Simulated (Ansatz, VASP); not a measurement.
**One calculation of GaP, two programs**

```
CELL_PARAMETERS angstrom
0.00000 2.72317 2.72317
2.72317 0.00000 2.72317
2.72317 2.72317 0.00000
ATOMIC_POSITIONS crystal
Ga 0.00000 0.00000 0.00000
P 0.25000 0.25000 0.25000
```

Alike in both runs: task single point; functional PBE; dispersion D3(BJ); k mesh 8 × 8 × 8; occupations gaussian, width 0.02 eV; no spin polarisation.

|  | VASP | Ansatz |
| --- | --- | --- |
| version | VASP 6.6.1 | Ansatz 0.2.0 |
| potentials or method | VASP PAW PBE potentials, release 64 (Ga_d, P), cutoff 500 eV | scalar-relativistic, plane waves, PAW |
| valence electrons in the cell | 18 | 18 |

VASP gave:

```
gap on the k mesh at the Fermi level (eV) : 1.64
least direct gap on the mesh (eV)         : 1.85
pressure (GPa)                            : -0.1
```

**Question.** Which values does Ansatz return?

**Answer.** gap on the k mesh at the Fermi level (eV): 1.64; least direct gap on the mesh (eV): 1.85; pressure (GPa): 0.0.
